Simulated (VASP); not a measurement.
MgS, 4 atoms in the cell. The structure is hexagonal, space group P6_3mc (No. 186). Conventional cell: a = 4.029 Å, b = 4.029 Å, c = 6.454 Å, α = 90.00°, β = 90.00°, γ = 120.00°. Mg (site symmetry 3m) has 4 S at 2.45 to 2.46 Å within 3.2 Å. Within 3.2 Å of S (site symmetry 3m) lie 4 Mg at 2.45 to 2.46 Å. 

| Item | Value |
| --- | --- |
| Program | VASP 6.6.1 |
| Task | G0W0 quasiparticle levels |
| Functional | r2SCAN |
| Potentials or basis | VASP PAW PBE potentials, release 64 (Mg_GW, S_GW) |
| Cutoff | 500 eV |
| k mesh | 6 × 6 × 2 |
| Occupations | gaussian, width 0.01 eV |
| Spin | no spin polarisation |
| Dipole correction | no |
| GW scheme | G0W0 |
| GW iterations | 1 |
| Cutoff of the response function | 80 |
| Frequency points | 96 |
| Empty bands | 147 |
| Further INCAR settings | ALGO = EVGW0; EDIFF = 1e-08; NBANDS = 155 |

Potentials or basis: VASP PAW PBE potentials, release 64 (Mg_GW, S_GW).

The run is started by

```sh
$ cat potpaw_PBE.64/Mg_GW/POTCAR potpaw_PBE.64/S_GW/POTCAR > POTCAR
$ cp INCAR.step1 INCAR
$ mpirun -np 1 vasp_std > vasp.out
$ cp INCAR.step2 INCAR
$ mpirun -np 1 vasp_std > vasp.out
$ cp INCAR.step3 INCAR
$ mpirun -np 1 vasp_std > vasp.out
```

Hardware: 1 thread of Intel(R) Xeon(R) 6975P-C (Granite Rapids), with other jobs on the host.

Estimate the wall time of this run.

Run time: 12 min on 1 thread of Intel(R) Xeon(R) 6975P-C (Granite Rapids), on a shared host, peak memory 1.8 GiB. Counts: k points 14.
